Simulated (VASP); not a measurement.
A run of VASP 6.6.1:

INCAR

```
SYSTEM = MgCd2S3
PREC     = Accurate       ! precision mode
ENCUT    = 520            ! plane-wave cutoff, eV
EDIFF    = 1E-6           ! SCF threshold, eV
ISMEAR   = 0              ! smearing method
SIGMA    = 0.1            ! smearing width, eV
LREAL    = .False.        ! projectors in reciprocal space
LASPH    = .True.         ! aspherical terms in the spheres
NELM     = 80             ! most SCF steps
ALGO     = Normal         ! electronic algorithm
ISIF     = 2              ! what is computed and relaxed
LWAVE    = .False.        ! write WAVECAR
LCHARG   = .True.         ! write CHGCAR
GGA      = PE             ! functional
LELF     = .True.         ! ELF
LVHAR    = .True.       
NBANDS   = 31             ! bands
```

Contents of KPOINTS:

```
Automatic mesh
0
Gamma
  6 6 2
  0 0 0
```

File POSCAR:

```
MgCd2S3
1.0
    4.1392129000      0.0000000000      0.0000000000
   -2.0696064000      3.5846635000      0.0000000000
    0.0000000000      0.0000000000     10.1206946000
Mg Cd S
1 2 3
Direct
    0.0000000000      0.0000000000      0.3312600000
    0.3333333000      0.6666667000      0.0052680000
    0.6666667000      0.3333333000      0.6633330000
    0.6666667000      0.3333333000      0.9164090000
    0.0000000000      0.0000000000      0.5747790000
    0.3333333000      0.6666667000      0.2589510000
```

Potentials or basis: VASP PAW PBE potentials, release 64 (Mg, Cd, S).

The run is started by

```bash
$ cat potpaw_PBE.64/Mg/POTCAR potpaw_PBE.64/Cd/POTCAR potpaw_PBE.64/S/POTCAR > POTCAR
$ mpirun -np 1 vasp_std > vasp.out
```

Hardware: 1 thread of Intel(R) Xeon(R) Platinum 8488C (Sapphire Rapids), on a shared host.

Task: How long does it take, and how much memory?

Result: Wall time 46 s on 1 thread of Intel(R) Xeon(R) Platinum 8488C (Sapphire Rapids), on a shared host, peak memory 0.29 GiB. Counts: scf iterations 14, k points 14.
